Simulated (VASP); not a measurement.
Here is a VASP 6.6.1 calculation.

The input INCAR:

```
SYSTEM = InSb
ALGO = Normal
EDIFF = 1E-6
ENCUT = 520
ISIF = 2
ISMEAR = 0
LASPH = .TRUE.
LCHARG = .FALSE.
LREAL = .FALSE.
LWAVE = .FALSE.
NBANDS = 16
NELM = 100
PREC = Accurate
SIGMA = 0.15
```

Contents of KPOINTS:

```
k-points
0
G
  12 12 12
  0 0 0
```

Contents of POSCAR:

```
InSb
1.0
    0.0000000000      3.2391000000      3.3362730000
    3.2391000000      0.0000000000      3.3362730000
    3.2391000000      3.2391000000      0.0000000000
In Sb
1 1
Direct
    0.0000000000      0.0000000000      0.0000000000
    0.7500000000      0.7500000000      0.7500000000
```

Potentials or basis: VASP PAW LDA potentials, release 64 (In_d, Sb).

Launch:

```bash
$ cat potpaw_LDA.64/In_d/POTCAR potpaw_LDA.64/Sb/POTCAR > POTCAR
$ mpirun -np 1 vasp_std > vasp.out
```

(1) What does it give for the pressure?

(2) Predict the band gap on the k mesh.

Results:

(1) -1.7 GPa.

(2) zero (filled and empty bands touch).

Caveat: the cell differs from its parent crystal (strain +0.0300 x Voigt [0, 0, 1, 0, 0, 0]); spin-orbit coupling is left out, which moves the levels of the heavy elements.
